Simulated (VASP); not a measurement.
# AlAs (F-43m) in VASP: a series of runs

AlAs is run at these levels: PBE, revPBE; tasks: single point.

Everything below comes from runs of VASP 6.6.1. Logs are shortened: lines on timing, memory, paths and dates and some standing lists are left out, and cuts for length are marked.

## Step 1: The cell of the first run

It takes space group F-43m (No. 216, cubic). The conventional cell has a = 5.727 Å, b = 5.727 Å, c = 5.727 Å, α = 90.00°, β = 90.00°, γ = 90.00°. Within 3.3 Å of Al (site symmetry -43m) lie 4 As at 2.48 Å. Within 3.3 Å of As (site symmetry -43m) lie 4 Al at 2.48 Å.

## Step 2: Single point, PBE

INCAR

```
SYSTEM = AlAs
PREC     = Accurate       ! precision mode
ENCUT    = 500            ! plane-wave cutoff, eV
EDIFF    = 1E-6           ! SCF threshold, eV
ISMEAR   = 0              ! smearing method
SIGMA    = 0.1            ! smearing width, eV
LREAL    = .FALSE.        ! projectors in reciprocal space
LASPH    = .TRUE.         ! aspherical terms in the spheres
NELM     = 120            ! most SCF steps
ALGO     = Normal         ! electronic algorithm
ISIF     = 2              ! what is computed and relaxed
LWAVE    = .FALSE.        ! write WAVECAR
LCHARG   = .TRUE.         ! write CHGCAR
GGA      = PE             ! functional
LELF     = .TRUE.         ! ELF
LVHAR    = .TRUE.       
NBANDS   = 11             ! bands
GGA_COMPAT= .FALSE.
```

KPOINTS

```
Automatic mesh
0
G
  6 6 6
  0 0 0
```

POSCAR

```
AlAs
1.0
    0.0000000000      2.8633507209      2.8633507209
    2.8633507209      0.0000000000      2.8633507209
    2.8633507209      2.8633507209      0.0000000000
Al As
1 1
Direct
    0.0000000000      0.0000000000      0.0000000000
    0.7500000000      0.7500000000      0.7500000000
```

Potentials or basis: VASP PAW PBE potentials, release 64 (Al, As).

The run is started by

```
cat potpaw_PBE.64/Al/POTCAR potpaw_PBE.64/As/POTCAR > POTCAR
mpirun -np 1 vasp_std > vasp.out
```

OUTCAR:

```text
SYSTEM = AlAs
   PREC = Accurate
   ENCUT = 500
   EDIFF = 1E-6
   ISMEAR = 0
   LREAL = .FALSE.
   LASPH = .TRUE.
   NELM = 120
   ISIF = 2
   GGA = PE

 ion  position               nearest neighbor table
   1  0.000  0.000  0.000-   2 2.48   2 2.48   2 2.48   2 2.48
   2  0.750  0.750  0.750-   1 2.48   1 2.48   1 2.48   1 2.48

  LATTYP: Found a face centered cubic cell.
 ALAT       =     5.7267014418

  Lattice vectors:

 A1 = (   0.0000000000,   2.8633507209,   2.8633507209)
 A2 = (   2.8633507209,   0.0000000000,   2.8633507209)
 A3 = (   2.8633507209,   2.8633507209,   0.0000000000)

Analysis of symmetry for initial positions (statically):
=====================================================================
 Subroutine PRICEL returns:
 Original cell was already a primitive cell.

 Routine SETGRP: Setting up the symmetry group for a
 face centered cubic supercell.

 Subroutine GETGRP returns: Found 24 space group operations
 (whereof 24 operations were pure point group operations)
 out of a pool of 48 trial point group operations.

The static configuration has the point symmetry T_d .

Analysis of symmetry for dynamics (positions and initial velocities):
=====================================================================
 Subroutine PRICEL returns:
 Original cell was already a primitive cell.

 Routine SETGRP: Setting up the symmetry group for a
 face centered cubic supercell.

 Subroutine GETGRP returns: Found 24 space group operations
 (whereof 24 operations were pure point group operations)
 out of a pool of 48 trial point group operations.

The dynamic configuration has the point symmetry T_d .

 Subroutine INISYM returns: Found 24 space group operations
 (whereof 24 operations are pure point group operations),
 and found     1 'primitive' translations

----------------------------------------------------------------------------------------

                                     Primitive cell

  volume of cell :      46.9520

  direct lattice vectors                    reciprocal lattice vectors
     0.000000000  2.863350721  2.863350721    -0.174620593  0.174620593  0.174620593
     2.863350721  0.000000000  2.863350721     0.174620593 -0.174620593  0.174620593
     2.863350721  2.863350721  0.000000000     0.174620593  0.174620593 -0.174620593

  length of vectors
     4.049389423  4.049389423  4.049389423     0.302451739  0.302451739  0.302451739

  position of ions in fractional coordinates (direct lattice)
     0.000000000  0.000000000  0.000000000
     0.750000000  0.750000000  0.750000000

  ion indices of the primitive-cell ions
   primitive index   ion index
                 1           1
                 2           2

----------------------------------------------------------------------------------------

 KPOINTS: Automatic mesh

Automatic generation of k-mesh.
 Grid dimensions read from file:
 generate k-points for:    6    6    6

 Generating k-lattice:

  Cartesian coordinates                     Fractional coordinates (reciprocal lattice)
    -0.029103432  0.029103432  0.029103432     0.166666667  0.000000000  0.000000000
     0.029103432 -0.029103432  0.029103432     0.000000000  0.166666667  0.000000000
     0.029103432  0.029103432 -0.029103432     0.000000000  0.000000000  0.166666667

  Length of vectors
     0.050408623  0.050408623  0.050408623

  Shift w.r.t. Gamma in fractional coordinates (k-lattice)
     0.000000000  0.000000000  0.000000000

 Subroutine IBZKPT returns following result:
 ===========================================

 Found     16 irreducible k-points:

 Following reciprocal coordinates:
            Coordinates               Weight
  0.000000  0.000000  0.000000      1.000000
  0.166667  0.000000  0.000000      8.000000
  0.333333  0.000000  0.000000      8.000000
  0.500000  0.000000  0.000000      4.000000
  0.166667  0.166667  0.000000      6.000000
  0.333333  0.166667  0.000000     24.000000
[... 8 lines left out ...]
 -0.333333  0.333333  0.166667     24.000000
 -0.333333  0.500000  0.166667     12.000000
   k-points           NKPTS =     16   k-points in BZ     NKDIM =     16   number of bands    NBANDS=     11
   number of dos      NEDOS =    301   number of ions     NIONS =      2
   total plane-waves  NPLWV =  27000
   dimension x,y,z NGX =    30 NGY =   30 NGZ =   30
   dimension x,y,z NGXF=    60 NGYF=   60 NGZF=   60
   ions per type =               1   1
   NGX,Y,Z   is equivalent  to a cutoff of  12.32, 12.32, 12.32 a.u.
   NGXF,Y,Z  is equivalent  to a cutoff of  24.63, 24.63, 24.63 a.u.
 SYSTEM =  AlAs
   PREC   = accura    normal or accurate (medium, high low for compatibility)
   ISTART =      0    job   : 0-new  1-cont  2-samecut
   ICHARG =      2    charge: 1-file 2-atom 10-const
   ISPIN  =      1    spin polarized calculation?
   LNONCOLLINEAR =      F non collinear calculations
   LSORBIT =      F    spin-orbit coupling
   LASPH  =      T    aspherical Exc in radial PAW
   ENCUT  =  500.0 eV  36.75 Ry    6.06 a.u.   7.38  7.38  7.38*2*pi/ulx,y,z
   NELM   =    120;   NELMIN=  2; NELMDL= -5     # of ELM steps
   EDIFF  = 0.1E-05   stopping-criterion for ELM
   LREAL  =      F    real-space projection
   EDIFFG = 0.1E-04   stopping-criterion for IOM
   NSW    =      0    number of steps for IOM
   IBRION =     -1    ionic relax: 0-MD 1-quasi-New 2-CG
   NFREE  =      0    steps in history (QN), initial steepest desc. (CG)
   ISIF   =      2    stress and relaxation
   ISYM   =      2    0-nonsym 1-usesym 2-fastsym
   POTIM  = 0.5000    time-step for ionic-motion
   TEBEG  =    0.0;   TEEND  =   0.0 temperature during run
   PSTRESS=    0.0 pullay stress
   NELECT =       8.0000    total number of electrons
   NUPDOWN=      -1.0000    fix difference up-down
   EMIN   =  10.00;   EMAX   =-10.00  energy-range for DOS
   EFERMI =   0.00;   METHOD = LEGACY
   ISMEAR =     0;   SIGMA  =   0.10  broadening in eV -4-tet -1-fermi 0-gaus
   EFERMI_NEDOS =   21; number of points for ismear=-14 and -15
   IALGO  =     38    algorithm
   IMIX   =      4    mixing-type and parameters
     AMIX     =   0.40;   BMIX     =  1.00
     AMIX_MAG =   1.60;   BMIX_MAG =  1.00
  volume/ion in A,a.u.               =      23.48       158.42
  Fermi-wavevector in a.u.,A,eV,Ry     =   0.907584  1.715086 11.207244  0.823709
  Thomas-Fermi vector in A             =   2.031409
   LORBIT       =      0    0 simple, 1 ext, 2 COOP (PROOUT), +10 PAW based schemes
   GGA     = PE    functional components
   LHFCALC =     F    Hartree Fock is set to
   AEXX    =    0.0000 exact exchange contribution
   IVDW    =     0    specifies the selected vdW correction
   LEPSILON=     F    determine dielectric tensor
   LRPA    =     F    only Hartree local field effects (RPA)
 non-spin polarized calculation
 Gauss-broadening in eV      SIGMA  =   0.10
  energy-cutoff  :      500.00
  volume of cell :       46.95
 maximum number of plane-waves:      1243
 NGX is ok and might be reduce to    30
   NGX = 15   NGY = 15   NGZ = 15

 number of electron       7.9999999 magnetization

 Free energy of the ion-electron system (eV)
  ---------------------------------------------------
  ext. energy  EPLUGINS =         0.00000000
  ---------------------------------------------------
  free energy    TOTEN  =        -9.37761310 eV

  energy without entropy =       -9.37761310  energy(sigma->0) =       -9.37761310

 E-fermi :   4.0612     XC(G=0):  -8.9044

 val. band max:        3.6042254565   @ k =   0.0000   0.0000   0.0000
 cond. band min:       5.0943591449   @ k =   0.5000   0.5000   0.0000
 fundamental gap:      1.4901336885
 Fermi energy:         4.0612269368

 k-point     1 :       0.0000    0.0000    0.0000
  band No.  band energies     occupation
      1      -8.0698      2.00000
      2       3.6042      2.00000
      3       3.6042      2.00000
      4       3.6042      2.00000
      5       5.3907      0.00000
      6       7.8285      0.00000
      7       7.8285      0.00000
      8       7.8285      0.00000
      9      12.2879      0.00000
     10      12.5443      0.00000
     11      12.5443      0.00000

 k-point     2 :       0.1667    0.0000    0.0000
  band No.  band energies     occupation
      1      -7.8135      2.00000
      2       1.5265      2.00000
      3       3.3496      2.00000
      4       3.3496      2.00000
      5       6.2471      0.00000
      6       8.2530      0.00000
      7       8.2530      0.00000
      8       8.6449      0.00000
      9      11.7882      0.00000
     10      11.7882      0.00000
     11      13.1971      0.00000

 k-point     3 :       0.3333    0.0000    0.0000
  band No.  band energies     occupation
      1      -7.1694      2.00000
      2      -0.7880      2.00000
      3       2.9602      2.00000
      4       2.9602      2.00000
      5       5.8369      0.00000
      6       8.4165      0.00000
      7       8.4165      0.00000
      8      10.9347      0.00000
      9      12.5540      0.00000
     10      12.5540      0.00000
     11      12.8102      0.00000

 k-point     4 :       0.5000    0.0000    0.0000
  band No.  band energies     occupation
      1      -6.7270      2.00000
      2      -1.8190      2.00000
      3       2.8026      2.00000
      4       2.8026      2.00000
      5       5.6163      0.00000
      6       8.2544      0.00000
      7       8.2544      0.00000
      8      11.2856      0.00000
      9      14.5164      0.00000
     10      15.0014      0.00000
     11      15.0014      0.00000

 k-point     5 :       0.1667    0.1667    0.0000
  band No.  band energies     occupation
      1      -7.7269      2.00000
      2       1.5901      2.00000
      3       2.8508      2.00000
      4       2.8508      2.00000
      5       6.8506      0.00000
      6       7.3204      0.00000
      7       9.1127      0.00000
      8       9.1127      0.00000
      9      10.4895      0.00000
     10      13.0210      0.00000
     11      14.0418      0.00000
[... 99 lines left out ...]
 k-point    13 :       0.5000    0.5000    0.0000
  band No.  band energies     occupation
      1      -6.2084      2.00000
      2      -1.7119      2.00000
      3       1.5057      2.00000
      4       1.5057      2.00000
      5       5.0944      0.00000
      6       5.8905      0.00000
      7      13.6679      0.00000
      8      13.6679      0.00000
      9      15.0055      0.00000
     10      15.9654      0.00000
     11      15.9654      0.00000

 k-point    14 :       0.5000    0.3333    0.1667
  band No.  band energies     occupation
      1      -6.6729      2.00000
      2      -0.9557      2.00000
      3       0.9838      2.00000
      4       2.0179      2.00000
      5       7.2466      0.00000
      6       8.0218      0.00000
      7       8.6996      0.00000
      8      11.3554      0.00000
      9      12.6861      0.00000
     10      14.1148      0.00000
     11      16.3733      0.00000

 k-point    15 :      -0.3333    0.3333    0.1667
  band No.  band energies     occupation
      1      -6.3375      2.00000
      2      -1.4157      2.00000
      3       0.5468      2.00000
      4       1.6556      2.00000
      5       7.4982      0.00000
      6       8.1056      0.00000
      7      10.1521      0.00000
      8      10.9038      0.00000
      9      11.7863      0.00000
     10      14.8821      0.00000
     11      16.1136      0.00000

 k-point    16 :      -0.3333    0.5000    0.1667
  band No.  band energies     occupation
      1      -6.1871      2.00000
      2      -1.4917      2.00000
      3       0.7827      2.00000
      4       1.0204      2.00000
      5       6.7738      0.00000
      6       7.6482      0.00000
      7      10.5799      0.00000
      8      11.2644      0.00000
      9      13.9547      0.00000
     10      15.6370      0.00000
     11      15.9313      0.00000

------------------------ aborting loop because EDIFF is reached ----------------------------------------

  FORCE on cell =-STRESS in cart. coord.  units (eV):
  Direction    XX          YY          ZZ          XY          YZ          ZX
  --------------------------------------------------------------------------------------
  -------------------------------------------------------------------------------------
  Total        0.0670208      0.0670208      0.0670208      0.0000000      0.0000000     -0.0000000
  in kB        2.2870020      2.2870020      2.2870020      0.0000000      0.0000000     -0.0000000
  external PRESSURE =       2.2870020 kB  Pullay stress =       0.0000000 kB

 VOLUME and BASIS-vectors are now :
 -----------------------------------------------------------------------------
  energy-cutoff  :      500.00
  volume of cell :       46.95
      direct lattice vectors                 reciprocal lattice vectors
     0.000000000  2.863350721  2.863350721    -0.174620593  0.174620593  0.174620593
     2.863350721  0.000000000  2.863350721     0.174620593 -0.174620593  0.174620593
     2.863350721  2.863350721  0.000000000     0.174620593  0.174620593 -0.174620593

 POSITION                                       TOTAL-FORCE (eV/Angst)
 -----------------------------------------------------------------------------------
      0.00000      0.00000      0.00000         0.000000      0.000000      0.000000
      4.29503      4.29503      4.29503        -0.000000     -0.000000     -0.000000
 -----------------------------------------------------------------------------------
    total drift:                                0.000000      0.000000      0.000000

  FREE ENERGIE OF THE ION-ELECTRON SYSTEM (eV)
  ---------------------------------------------------
  free  energy   TOTEN  =        -9.3776131041 eV

  energy  without entropy=       -9.3776131041  energy(sigma->0) =       -9.37761310
```

Wall time 17 s (1 thread of Intel Xeon 8259CL, shared host); peak memory 0.16 GiB.

What came out:

```
Free energy            : -9.3776 eV
Pressure               : 0.2 GPa
Band gap on the k mesh : 1.49 eV, indirect (least direct gap 1.79 eV)
```

A k mesh can miss the band edges. PBE gaps usually lie below the measured ones, often by a third to a half.

## Step 3: Single point, PBE

INCAR

```
SYSTEM = AlAs
ALGO = Normal ; EDIFF = 1E-6
ENCUT = 500 ; GGA = PE
GGA_COMPAT = .False. ; ISIF = 2
ISMEAR = 0 ; LASPH = .True.
LCHARG = .False. ; LREAL = .False.
LWAVE = .False. ; NBANDS = 11
NELM = 120 ; PREC = Accurate
SIGMA = 0.02
```

KPOINTS

```
k-points
0
Gamma
  8 8 8
  0 0 0
```

POSCAR is that of step 2.

Potentials or basis: VASP PAW PBE potentials, release 64 (Al, As).

The run is started by

```
cat potpaw_PBE.64/Al/POTCAR potpaw_PBE.64/As/POTCAR > POTCAR
mpirun -np 1 vasp_std > vasp.out
```

OUTCAR:

```text
SYSTEM = AlAs
   EDIFF = 1E-6
   ENCUT = 500
   GGA = PE
   ISIF = 2
   ISMEAR = 0
   LASPH = .True.
   LREAL = .False.
   NELM = 120
   PREC = Accurate

 ion  position               nearest neighbor table
   1  0.000  0.000  0.000-   2 2.48   2 2.48   2 2.48   2 2.48
   2  0.750  0.750  0.750-   1 2.48   1 2.48   1 2.48   1 2.48

  LATTYP: Found a face centered cubic cell.
 ALAT       =     5.7267014418

  Lattice vectors:

 A1 = (   0.0000000000,   2.8633507209,   2.8633507209)
 A2 = (   2.8633507209,   0.0000000000,   2.8633507209)
 A3 = (   2.8633507209,   2.8633507209,   0.0000000000)
[... 513 lines left out ...]
      7      10.1405      0.00000
      8      11.1044      0.00000
      9      11.8204      0.00000
     10      14.4648      0.00000
     11      15.6868      0.00000

 [... further k-points ...]
[... 5 lines left out ...]
  --------------------------------------------------------------------------------------
  -------------------------------------------------------------------------------------
  Total        0.0635489      0.0635489      0.0635489     -0.0000000      0.0000000     -0.0000000
  in kB        2.1685261      2.1685261      2.1685261     -0.0000000      0.0000000     -0.0000000
  external PRESSURE =       2.1685261 kB  Pullay stress =       0.0000000 kB

 VOLUME and BASIS-vectors are now :
 -----------------------------------------------------------------------------
  energy-cutoff  :      500.00
  volume of cell :       46.95
      direct lattice vectors                 reciprocal lattice vectors
     0.000000000  2.863350721  2.863350721    -0.174620593  0.174620593  0.174620593
     2.863350721  0.000000000  2.863350721     0.174620593 -0.174620593  0.174620593
     2.863350721  2.863350721  0.000000000     0.174620593  0.174620593 -0.174620593

 POSITION                                       TOTAL-FORCE (eV/Angst)
 -----------------------------------------------------------------------------------
      0.00000      0.00000      0.00000         0.000000      0.000000      0.000000
      4.29503      4.29503      4.29503        -0.000000     -0.000000     -0.000000
 -----------------------------------------------------------------------------------
    total drift:                                0.000000      0.000000      0.000000

  FREE ENERGIE OF THE ION-ELECTRON SYSTEM (eV)
  ---------------------------------------------------
  free  energy   TOTEN  =        -9.3879475135 eV

  energy  without entropy=       -9.3879475135  energy(sigma->0) =       -9.38794751
```

Wall time 20 s (1 thread of Intel Xeon 8259CL, shared host); peak memory 0.17 GiB.

Results:

```
Free energy            : -9.3879 eV
Pressure               : 0.2 GPa
Band gap on the k mesh : 1.49 eV, indirect (least direct gap 1.79 eV)
```

Levels at points of the mesh, in eV from the valence-band top:
```csv
k point,band 1,band 2,band 3,band 4,band 5,band 6,band 7,band 8
"(0.00, 0.00, 0.00)",-11.67,0.00,0.00,0.00,1.79,4.23,4.23,4.23
"(0.50, 0.00, 0.00)",-10.33,-5.42,-0.80,-0.80,2.01,4.65,4.65,7.68
"(0.50, 0.50, 0.00)",-9.81,-5.31,-2.10,-2.10,1.49,2.29,10.07,10.07
```

[end of part 1 of 2]
